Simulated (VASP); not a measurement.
InO: single point with PBE

The system is InO, a slab with vacuum.

```xyz
4
Lattice="3.4304 0.0000 0.0000 -1.7152 2.9708 0.0000 0.0000 0.0000 15.7705" Properties=species:S:1:pos:R:3 pbc="T T T"
In    1.7152    0.9903    6.4656
In    1.7152    0.9903    9.3049
O     0.0000    0.0000    5.6795
O     0.0000    0.0000   10.0910
```

This cell differs from its parent crystal: volume scaled by 0.98.

| Item | Value |
| --- | --- |
| Program | VASP 6.6.1 |
| Task | single point |
| Functional | PBE |
| Potentials or basis | VASP PAW PBE potentials, release 64 (In_d, O) |
| Cutoff | 520 eV |
| k mesh | 9 × 9 × 2 |
| Occupations | fermi-dirac, width 0.05 eV |
| Spin | no spin polarisation |
| Dipole correction | no |
| Further INCAR settings | ALGO = Normal; EDIFF = 1e-06; NBANDS = 27 |

* Largest force: 0.155 eV/Å
* Band gap on the k mesh: 0.38 eV, indirect (least direct gap 1.15 eV)

Forces in eV/Å, atoms in the order of the input:
```
In   0.000  0.000  0.067
In   0.000  0.000 -0.067
O    0.000  0.000 -0.155
O    0.000  0.000  0.155
```

Levels at points of the mesh, in eV from the valence-band top:
| k point | band 17 | band 18 | band 19 | band 20 | band 21 | band 22 |
| --- | --- | --- | --- | --- | --- | --- |
| (0.00, 0.00, 0.00) | -1.72 | -1.72 | -0.77 | 0.38 | 3.31 | 6.12 |
| (0.00, 0.00, 0.50) | -1.72 | -1.72 | -0.77 | 0.38 | 3.31 | 5.89 |

Run time: 81 s on 1 thread of AMD EPYC 9R45 96-Core Processor (Zen 5), with other jobs on the host, peak memory 0.3 GiB.

Caveat: spin-orbit coupling is left out, which moves the levels of the heavy elements.
